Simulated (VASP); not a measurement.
## Al3GaN4: single point with PBEsol

The system is Al3GaN4.

```
CELL_PARAMETERS angstrom
5.04341 0.00000 0.00011
0.00000 3.44308 0.00000
-0.00324 0.00000 5.41799
ATOMIC_POSITIONS crystal
Al 0.50023 0.50000 0.16733
Al 0.00092 0.50000 0.83481
Al 0.00109 0.00000 0.33169
Ga 0.49942 0.00000 0.66620
N 0.11117 0.00000 0.66633
N 0.12245 0.50000 0.16716
N 0.62512 0.50000 0.84019
N 0.62319 0.00000 0.32629
```

This cell differs from its parent crystal: strain +0.1000 x Voigt [0, 1, 0, 0, 0, 0].

```json
{"Program": "VASP 6.6.1", "Task": "single point", "Functional": "PBEsol", "Potentials or basis": "VASP PAW PBE potentials, release 64 (Al, Ga_d, N)", "Cutoff": "520 eV", "k mesh": "6 × 8 × 4", "Occupations": "gaussian, width 0.05 eV", "Spin": "no spin polarisation"}
```

| Quantity | Value |
| --- | --- |
| Pressure | -14.5 GPa |
| Largest force | 0.712 eV/Å |
| Band gap on the k mesh | 2.56 eV |

Forces in eV/Å, atoms in the order of the input:
```
Al   0.305  0.000  0.448
Al   0.258  0.000 -0.462
Al   0.274  0.000 -0.453
Ga   0.290  0.000  0.506
N   -0.225  0.000  0.638
N   -0.277  0.000  0.589
N   -0.286  0.000 -0.639
N   -0.338  0.000 -0.626
```

Stress tensor (GPa, compression positive):
```
 -5.22   0.00  -0.05
  0.00 -31.03   0.00
 -0.05   0.00  -7.34
```

Levels at points of the mesh, in eV from the valence-band top:
```
           k point  band 17  band 18  band 19  band 20  band 21  band 22  band 23  band 24  band 25  band 26
(0.00, 0.00, 0.00)    -1.09    -0.95    -0.32    -0.09     0.00     2.56     3.98     4.60     5.32     6.64
(0.50, 0.00, 0.00)    -1.15    -0.95    -0.65    -0.63    -0.38     3.95     4.38     4.65     4.89     7.79
(0.00, 0.50, 0.00)    -2.79    -1.71    -1.64    -1.49    -1.43     5.54     5.57     6.82     7.14     7.76
(0.50, 0.50, 0.00)    -2.83    -1.08    -1.06    -1.06    -0.80     5.97     6.23     6.34     6.35     7.88
(0.00, 0.00, 0.50)    -2.12    -0.82    -0.57    -0.56    -0.46     4.47     4.79     5.36     5.81     7.78
(0.50, 0.00, 0.50)    -1.51    -1.43    -1.39    -1.28    -1.19     4.82     5.23     5.30     5.37     7.28
(0.00, 0.50, 0.50)    -2.08    -1.81    -1.70    -0.59    -0.43     4.96     5.48     5.56     5.86     6.41
(0.50, 0.50, 0.50)    -1.39    -1.34    -1.25    -1.18    -1.10     4.52     4.87     4.95     5.05     7.27
```

Wall time 74 s on 1 thread of Intel(R) Xeon(R) 6975P-C (Granite Rapids) (shared host), peak memory 0.31 GiB.

Caveat: the cell differs from its parent crystal (strain +0.1000 x Voigt [0, 1, 0, 0, 0, 0]); the stress differs along the axes, from -31 to -5 GPa; the PAW data sets were made with another functional, which shifts forces and pressure a little. A k mesh can miss the band edges.
